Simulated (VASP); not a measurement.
# Cu (P6_3/mmc) in VASP: a series of runs

Cu is run at these levels: PBEsol; tasks: single point.

Program: VASP 6.6.1. These are calculated values, not measurements. Logs are shortened: lines on timing, memory, paths and dates and some standing lists are left out, and cuts for length are marked.

### 1 The cell of the first run

Symmetry: P6_3/mmc, No. 194, hexagonal system. Conventional cell: a = 2.660 Å, b = 2.660 Å, c = 7.390 Å, α = 90.00°, β = 90.00°, γ = 120.00°. Within 3.2 Å of Cu (site symmetry -3m) lie 12 Cu at 2.40 to 2.66 Å. Cu (site symmetry -6m2) has 12 Cu at 2.40 to 2.66 Å within 3.2 Å.

This isn't the form of Cu at room conditions, which is fcc.

### 2 Single point, PBEsol

INCAR reads:

```
PREC = Accurate
ENCUT = 520
EDIFF = 1E-6
ISMEAR = 0
SIGMA = 0.15
LREAL = F
LASPH = T
NELM = 60
ALGO = Fast
ISIF = 2
LWAVE = F
LCHARG = F
GGA = PS
NBANDS = 30
```

KPOINTS reads:

```
Automatic mesh
0
Gamma
  24 24 8
```

POSCAR reads:

```
Cu
1.0
    2.6600685314      0.0000000000      0.0000000000
   -1.3300342657      2.3036869240      0.0000000000
    0.0000000000      0.0000000000      7.3896350451
Cu
4
Direct
    0.0000000000      0.0000000000      0.0000000000
    0.3333333333      0.6666666667      0.2500000000
    0.0000000000      0.0000000000      0.5000000000
    0.6666666667      0.3333333333      0.7500000000
```

Potentials or basis: VASP PAW PBE potentials, release 64 (Cu).

The run is started by

```bash
$ cat potpaw_PBE.64/Cu/POTCAR > POTCAR
$ mpirun -np 1 vasp_std > vasp.out
```

OUTCAR:

```text
PREC = Accurate
   ENCUT = 520
   EDIFF = 1E-6
   ISMEAR = 0
   LREAL = F
   LASPH = T
   NELM = 60
   ISIF = 2
   GGA = PS

 ion  position               nearest neighbor table
   1  0.000  0.000  0.000-   2 2.40   4 2.40   4 2.40   2 2.40   4 2.40   2 2.40
   2  0.333  0.667  0.250-   1 2.40   3 2.40   1 2.40   3 2.40   1 2.40   3 2.40
   3  0.000  0.000  0.500-   2 2.40   4 2.40   4 2.40   2 2.40   4 2.40   2 2.40
   4  0.667  0.333  0.750-   1 2.40   3 2.40   1 2.40   3 2.40   1 2.40   3 2.40

  LATTYP: Found a hexagonal cell.
 ALAT       =     2.6600685314
 C/A-ratio  =     2.7779867165

  Lattice vectors:

 A1 = (   2.6600685314,   0.0000000000,   0.0000000000)
 A2 = (  -1.3300342657,   2.3036869240,   0.0000000000)
 A3 = (   0.0000000000,   0.0000000000,   7.3896350451)

Analysis of symmetry for initial positions (statically):
=====================================================================
 Subroutine PRICEL returns:
 Original cell was already a primitive cell.

 Routine SETGRP: Setting up the symmetry group for a
 hexagonal supercell.

 Subroutine GETGRP returns: Found 24 space group operations
 (whereof 12 operations were pure point group operations)
 out of a pool of 24 trial point group operations.

The static configuration has the point symmetry D_3d.
 The point group associated with its full space group is D_6h.

Analysis of symmetry for dynamics (positions and initial velocities):
=====================================================================
 Subroutine PRICEL returns:
 Original cell was already a primitive cell.

 Routine SETGRP: Setting up the symmetry group for a
 hexagonal supercell.

 Subroutine GETGRP returns: Found 24 space group operations
 (whereof 12 operations were pure point group operations)
 out of a pool of 24 trial point group operations.

The dynamic configuration has the point symmetry D_3d.
 The point group associated with its full space group is D_6h.

 Subroutine INISYM returns: Found 24 space group operations
 (whereof 12 operations are pure point group operations),
 and found     1 'primitive' translations

----------------------------------------------------------------------------------------

                                     Primitive cell

  volume of cell :      45.2834

  direct lattice vectors                    reciprocal lattice vectors
     2.660068531  0.000000000  0.000000000     0.375930164  0.217043382  0.000000000
    -1.330034266  2.303686924  0.000000000     0.000000000  0.434086763  0.000000000
     0.000000000  0.000000000  7.389635045     0.000000000  0.000000000  0.135324680

  length of vectors
     2.660068531  2.660068531  7.389635045     0.434086763  0.434086763  0.135324680

  position of ions in fractional coordinates (direct lattice)
     0.000000000  0.000000000  0.000000000
     0.333333333  0.666666667  0.250000000
     0.000000000  0.000000000  0.500000000
     0.666666667  0.333333333  0.750000000

  ion indices of the primitive-cell ions
   primitive index   ion index
                 1           1
                 2           2
                 3           3
                 4           4

----------------------------------------------------------------------------------------

 KPOINTS: Automatic mesh

Automatic generation of k-mesh.
 Grid dimensions read from file:
 generate k-points for:   24   24    8

 Generating k-lattice:

  Cartesian coordinates                     Fractional coordinates (reciprocal lattice)
     0.015663757  0.009043474  0.000000000     0.041666667  0.000000000  0.000000000
     0.000000000  0.018086948  0.000000000     0.000000000  0.041666667  0.000000000
     0.000000000  0.000000000  0.016915585     0.000000000  0.000000000  0.125000000

  Length of vectors
     0.018086948  0.018086948  0.016915585

  Shift w.r.t. Gamma in fractional coordinates (k-lattice)
     0.000000000  0.000000000  0.000000000

 Subroutine IBZKPT returns following result:
 ===========================================

 Found    305 irreducible k-points:

 Following reciprocal coordinates:
            Coordinates               Weight
  0.000000  0.000000  0.000000      1.000000
  0.041667  0.000000  0.000000      6.000000
  0.083333  0.000000  0.000000      6.000000
  0.125000  0.000000  0.000000      6.000000
  0.166667  0.000000  0.000000      6.000000
  0.208333 -0.000000  0.000000      6.000000
[... 16 lines left out ...]
  0.416667  0.041667  0.000000     12.000000
  0.458333  0.041667  0.000000     12.000000
 [... further k-points ...]
   k-points           NKPTS =    305   k-points in BZ     NKDIM =    305   number of bands    NBANDS=     30
   number of dos      NEDOS =    301   number of ions     NIONS =      4
   total plane-waves  NPLWV =  22400
   dimension x,y,z NGX =    20 NGY =   20 NGZ =   56
   dimension x,y,z NGXF=    40 NGYF=   40 NGZF=  112
   ions per type =               4
   NGX,Y,Z   is equivalent  to a cutoff of  12.50, 12.50, 12.60 a.u.
[... 44 lines left out ...]
 Gauss-broadening in eV      SIGMA  =   0.15
  energy-cutoff  :      520.00
  volume of cell :       45.28
 maximum number of plane-waves:      1251
 NGX is ok and might be reduce to    20

 number of electron      44.0000039 magnetization

 Free energy of the ion-electron system (eV)
  ---------------------------------------------------
  ext. energy  EPLUGINS =         0.00000000
  ---------------------------------------------------
  free energy    TOTEN  =       -16.80843631 eV

  energy without entropy =      -16.79665146  energy(sigma->0) =      -16.80254388

 E-fermi :   7.9321     XC(G=0): -13.1419

 val. band max:        7.9062791864   @ k =   0.2500   0.2500   0.2500
 cond. band min:       7.9460960417   @ k =   0.5000   0.0000   0.2500
 fundamental gap:      0.0398168553
 Fermi energy:         7.9321492106

 k-point     1 :       0.0000    0.0000    0.0000
  band No.  band energies     occupation
      1      -1.7740      2.00000
      2       0.9243      2.00000
      3       0.9280      2.00000
      4       2.7853      2.00000
      5       4.3813      2.00000
      6       4.3813      2.00000
[... 22 lines left out ...]
     29      26.9873      0.00000
     30      27.2445      0.00000

 k-point     2 :       0.0417    0.0000    0.0000
  band No.  band energies     occupation
      1      -1.7222      2.00000
      2       0.9680      2.00000
      3       0.9717      2.00000
      4       2.8089      2.00000
      5       4.3709      2.00000
      6       4.3895      2.00000
[... 22 lines left out ...]
     29      26.3128      0.00000
     30      27.0280      0.00000

 k-point     3 :       0.0833    0.0000    0.0000
  band No.  band energies     occupation
      1      -1.5675      2.00000
      2       1.0970      2.00000
      3       1.1006      2.00000
      4       2.8773      2.00000
      5       4.3404      2.00000
      6       4.3988      2.00000
[... 22 lines left out ...]
     29      25.4026      0.00000
     30      26.3316      0.00000

 k-point     4 :       0.1250    0.0000    0.0000
  band No.  band energies     occupation
      1      -1.3124      2.00000
      2       1.3047      2.00000
      3       1.3080      2.00000
      4       2.9825      2.00000
      5       4.2919      2.00000
      6       4.3003      2.00000
[... 22 lines left out ...]
     29      24.6122      0.00000
     30      25.6194      0.00000

 k-point     5 :       0.1667    0.0000    0.0000
  band No.  band energies     occupation
      1      -0.9612      2.00000
      2       1.5780      2.00000
      3       1.5807      2.00000
      4       3.1101      2.00000
      5       4.1866      2.00000
      6       4.2295      2.00000
[... 22 lines left out ...]
     29      23.2040      0.00000
     30      25.8813      0.00000
[... 526 lines left out ...]
     29      19.3066      0.00000
     30      22.8733      0.00000

 k-point    22 :       0.3750    0.0417    0.0000
  band No.  band energies     occupation
      1       2.0329      2.00000
      2       2.7678      2.00000
      3       2.8629      2.00000
      4       3.3099      2.00000
      5       3.8134      2.00000
      6       3.9154      2.00000
[... 22 lines left out ...]
     29      18.8758      0.00000
     30      21.7371      0.00000

 k-point    23 :       0.4167    0.0417    0.0000
  band No.  band energies     occupation
      1       2.3912      2.00000
      2       2.7761      2.00000
      3       2.9849      2.00000
      4       3.2894      2.00000
      5       3.6975      2.00000
      6       3.8799      2.00000
[... 22 lines left out ...]
     29      18.5815      0.00000
     30      20.5123      0.00000

 k-point    24 :       0.4583    0.0417    0.0000
  band No.  band energies     occupation
      1       2.5322      2.00000
      2       2.7739      2.00000
      3       3.0917      2.00000
      4       3.3379      2.00000
      5       3.5819      2.00000
      6       3.8600      2.00000
[... 22 lines left out ...]
     29      18.5217      0.00000
     30      19.5155      0.00000

 [... further k-points ...]
[... 5 lines left out ...]
  --------------------------------------------------------------------------------------
  -------------------------------------------------------------------------------------
  Total       -0.7889143     -0.7889143      5.9854579     -0.0000000     -0.0000000      0.0000000
  in kB      -27.9126548    -27.9126548    211.7720753     -0.0000000     -0.0000000      0.0000000
  external PRESSURE =      51.9822552 kB  Pullay stress =       0.0000000 kB

 VOLUME and BASIS-vectors are now :
 -----------------------------------------------------------------------------
  energy-cutoff  :      520.00
  volume of cell :       45.28
      direct lattice vectors                 reciprocal lattice vectors
     2.660068531  0.000000000  0.000000000     0.375930164  0.217043382  0.000000000
    -1.330034266  2.303686924  0.000000000     0.000000000  0.434086763  0.000000000
     0.000000000  0.000000000  7.389635045     0.000000000  0.000000000  0.135324680

 POSITION                                       TOTAL-FORCE (eV/Angst)
 -----------------------------------------------------------------------------------
      0.00000      0.00000      0.00000         0.000000      0.000000      0.000000
     -0.00000      1.53579      1.84741        -0.000000      0.000000     -0.000000
      0.00000      0.00000      3.69482         0.000000      0.000000      0.000000
      1.33003      0.76790      5.54223         0.000000     -0.000000      0.000000
 -----------------------------------------------------------------------------------
    total drift:                                0.000000     -0.000000      0.000000

  FREE ENERGIE OF THE ION-ELECTRON SYSTEM (eV)
  ---------------------------------------------------
  free  energy   TOTEN  =       -16.8084363057 eV

  energy  without entropy=      -16.7966514625  energy(sigma->0) =      -16.80254388
```

Run time: 6.4 min. Hardware: 1 thread of Intel Xeon Platinum 8488C (Sapphire Rapids), shared host; peak memory 0.39 GiB.

What came out:

```yaml
Free_energy: -16.8084 eV
Pressure: 5.2 GPa
Band_gap_on_the_k_mesh: zero (bands 22 and 23 overlap by 4.28 eV)
```

Caveat: the stress differs along the axes, from -3 to 21 GPa; the PAW data sets were made with another functional, which shifts forces and pressure a little.

### 3 Single point, PBEsol

This run uses another cell than the first one, of the same volume but with other edges.

INCAR reads:

```
SYSTEM = Cu
PREC = Accurate
ENCUT = 520
EDIFF = 1E-6
ISMEAR = 0
SIGMA = 0.15
LREAL = .FALSE.
LASPH = .TRUE.
NELM = 80
ALGO = Fast
ISIF = 2
LWAVE = .FALSE.
LCHARG = .FALSE.
GGA = PS
NBANDS = 30
```

KPOINTS reads:

```
regular mesh
0
G
  24 24 8
  0 0 0
```

POSCAR reads:

```
Cu
1.0
    2.3712211067      0.0000000000      0.0000000000
   -1.1856105534      2.0535377164      0.0000000000
    0.0000000000      0.0000000000      9.2996057454
Cu
4
Direct
    0.0000000000      0.0000000000      0.0000000000
    0.3333333333      0.6666666667      0.2500000000
    0.0000000000      0.0000000000      0.5000000000
    0.6666666667      0.3333333333      0.7500000000
```

Potentials or basis: VASP PAW PBE potentials, release 64 (Cu).

The run is started by

```bash
$ cat potpaw_PBE.64/Cu/POTCAR > POTCAR
$ mpirun -np 1 vasp_std > vasp.out
```

Run time: 7.8 min. Hardware: 1 thread of Intel Xeon Platinum 8488C (Sapphire Rapids), shared host; peak memory 0.39 GiB.

Results (log left out):

| Item | Value |
| --- | --- |
| Free energy | -16.5942 eV |
| Pressure | 7.5 GPa |
| Band gap on the k mesh | zero (bands 22 and 23 overlap by 6.43 eV) |

Stress tensor (GPa, compression positive):
```
 20.19   0.00   0.00
  0.00  20.19   0.00
  0.00   0.00 -17.84
```

Levels at points of the mesh, in eV from the Fermi level:
| k point | band 20 | band 21 | band 22 | band 23 | band 24 | band 25 |
| --- | --- | --- | --- | --- | --- | --- |
| (0.00, 0.00, 0.00) | -1.99 | -1.97 | -1.97 | -1.80 | -1.80 | 1.59 |
| (0.50, 0.00, 0.00) | -1.41 | -0.28 | 0.56 | 1.26 | 1.91 | 5.40 |
| (0.00, 0.00, 0.50) | -2.11 | -1.85 | -1.85 | -1.85 | -1.85 | 3.94 |
| (0.50, 0.00, 0.50) | -1.42 | 0.27 | 0.27 | 1.61 | 1.61 | 5.63 |

Caveat: the stress differs along the axes, from -18 to 20 GPa; the PAW data sets were made with another functional, which shifts forces and pressure a little.

### 4 Single point, PBEsol

This run uses another cell than the first one, of the same volume but with other edges.

INCAR reads:

```
ALGO     = Fast           # electronic algorithm
EDIFF    = 1E-7           # SCF threshold, eV
ENCUT    = 520            # plane-wave cutoff, eV
GGA      = PS             # functional
ISIF     = 2              # what is computed and relaxed
ISMEAR   = 0              # smearing method
LASPH    = T              # aspherical terms in the spheres
LCHARG   = T              # write CHGCAR
LELF     = T              # ELF
LREAL    = F              # projectors in reciprocal space
LVHAR    = T            
LWAVE    = F              # write WAVECAR
NBANDS   = 30             # bands
NELM     = 80             # most SCF steps
PREC     = Accurate       # precision mode
SIGMA    = 0.15           # smearing width, eV
```

KPOINTS reads:

```
k-points
0
Gamma
  24 24 8
```

POSCAR reads:

```
Cu
1.0
    2.5908157287      0.0000000000      0.0000000000
   -1.2954078644      2.2437122375      0.0000000000
    0.0000000000      0.0000000000      7.7899665233
Cu
4
Direct
    0.0000000000      0.0000000000      0.0000000000
    0.3333333333      0.6666666667      0.2500000000
    0.0000000000      0.0000000000      0.5000000000
    0.6666666667      0.3333333333      0.7500000000
```

The run is started by

```bash
$ cat potpaw_PBE.64/Cu/POTCAR > POTCAR
$ mpirun -np 1 vasp_std > vasp.out
```

It took 7.4 min on 1 thread of Intel Xeon Platinum 8488C (Sapphire Rapids), shared host; peak memory 0.39 GiB.

The run converged. Its results:

- Free energy: -17.0992 eV
- Pressure: 2.0 GPa
- Band gap on the k mesh: zero (bands 22 and 23 overlap by 4.75 eV)

Stress tensor (GPa, compression positive):
```
-2.93  0.00  0.00
 0.00 -2.93  0.00
 0.00  0.00 11.81
```

Levels at points of the mesh, in eV from the Fermi level:
```
           k point  band 18  band 19  band 20  band 21  band 22  band 23  band 24  band 25  band 26  band 27
(0.00, 0.00, 0.00)    -2.33    -2.33    -1.99    -1.99    -1.66    -1.66    -0.32     5.17    15.02    15.02
(0.50, 0.00, 0.00)    -1.63    -1.58    -1.50    -0.91     0.25     0.74     1.31     4.54     4.62     9.15
(0.00, 0.00, 0.50)    -2.36    -2.35    -2.35    -1.83    -1.83    -1.83    -1.83     8.75     8.75    20.67
(0.50, 0.00, 0.50)    -1.81    -1.66    -1.66    -0.16    -0.16     1.14     1.14     5.27     5.27     7.31
```

Caveat: the stress differs along the axes, from -3 to 12 GPa; the PAW data sets were made with another functional, which shifts forces and pressure a little.

### 5 Single point, PBEsol

This run uses another cell than the first one, of the same volume but with other edges.

INCAR reads:

```
PREC = Accurate
ENCUT = 520
EDIFF = 1E-6
ISMEAR = 0
SIGMA = 0.15
LREAL = False
LASPH = True
NELM = 100
ALGO = Fast
ISIF = 2
LWAVE = False
LCHARG = False
GGA = PS
NBANDS = 30
```

KPOINTS reads:

```
regular mesh
0
Gamma
  24 24 8
```

POSCAR reads:

```
Cu
1.0
    2.4410025833      0.0000000000      0.0000000000
   -1.2205012917      2.1139702478      0.0000000000
    0.0000000000      0.0000000000      8.7755059134
Cu
4
Direct
    0.0000000000      0.0000000000      0.0000000000
    0.3333333333      0.6666666667      0.2500000000
    0.0000000000      0.0000000000      0.5000000000
    0.6666666667      0.3333333333      0.7500000000
```

The run is started by

```bash
$ cat potpaw_PBE.64/Cu/POTCAR > POTCAR
$ mpirun -np 1 vasp_std > vasp.out
```

It took 6.8 min on 1 thread of Intel Xeon Platinum 8488C (Sapphire Rapids), shared host; peak memory 0.38 GiB.

It converged, with:

- Free energy: -17.0571 eV
- Pressure: 2.4 GPa
- Band gap on the k mesh: zero (bands 22 and 23 overlap by 5.85 eV)

Stress tensor (GPa, compression positive):
```
  8.70   0.00   0.00
  0.00   8.70   0.00
  0.00   0.00 -10.17
```

Levels at points of the mesh, in eV from the Fermi level:
```csv
k point,band 18,band 19,band 20,band 21,band 22,band 23,band 24,band 25,band 26,band 27
"(0.00, 0.00, 0.00)",-2.06,-2.06,-1.99,-1.99,-1.98,-1.75,-1.75,2.66,10.36,10.36
"(0.50, 0.00, 0.00)",-1.50,-1.50,-1.47,-0.49,0.44,1.17,1.78,5.07,5.12,8.26
"(0.00, 0.00, 0.50)",-2.20,-2.20,-2.20,-1.84,-1.84,-1.84,-1.84,5.38,5.38,16.14
"(0.50, 0.00, 0.50)",-1.52,-1.48,-1.48,0.16,0.16,1.52,1.52,5.40,5.40,7.09
```

Caveat: the stress differs along the axes, from -10 to 9 GPa; the PAW data sets were made with another functional, which shifts forces and pressure a little.

### 6 Summary

```tsv
cell	further INCAR settings	gap on the mesh (eV)	pressure (GPa)
a = 2.660, b = 2.660, c = 7.390 Å, angles 90.0, 90.0, 120.0°, 4 atoms	ALGO = Fast; EDIFF = 1e-06; NBANDS = 30	none	5.2
a = 2.371, b = 2.371, c = 9.300 Å, angles 90.0, 90.0, 120.0°, 4 atoms	ALGO = Fast; EDIFF = 1e-06; NBANDS = 30	none	7.5
a = 2.591, b = 2.591, c = 7.790 Å, angles 90.0, 90.0, 120.0°, 4 atoms	ALGO = Fast; EDIFF = 1e-07; NBANDS = 30	none	2.0
a = 2.441, b = 2.441, c = 8.776 Å, angles 90.0, 90.0, 120.0°, 4 atoms	ALGO = Fast; EDIFF = 1e-06; NBANDS = 30	none	2.4
```

Alike in all rows: task single point; level PBEsol; potentials or basis VASP PAW PBE potentials, release 64 (Cu); no spin polarisation; k mesh 24 × 24 × 8; cutoff (eV) 520; smearing gaussian 0.15 eV.

Caveats: the PAW data sets were made with another functional, which shifts forces and pressure a little; the stress differs along the axes, from -3 to 21 GPa (at least some runs); the stress differs along the axes, from -18 to 20 GPa (at least some runs); the stress differs along the axes, from -3 to 12 GPa (at least some runs); the stress differs along the axes, from -10 to 9 GPa (at least some runs).

Absolute energies hang on the potentials; compare differences alone.

The gap in the log of VASP goes by the Fermi energy; the results here count the filled bands.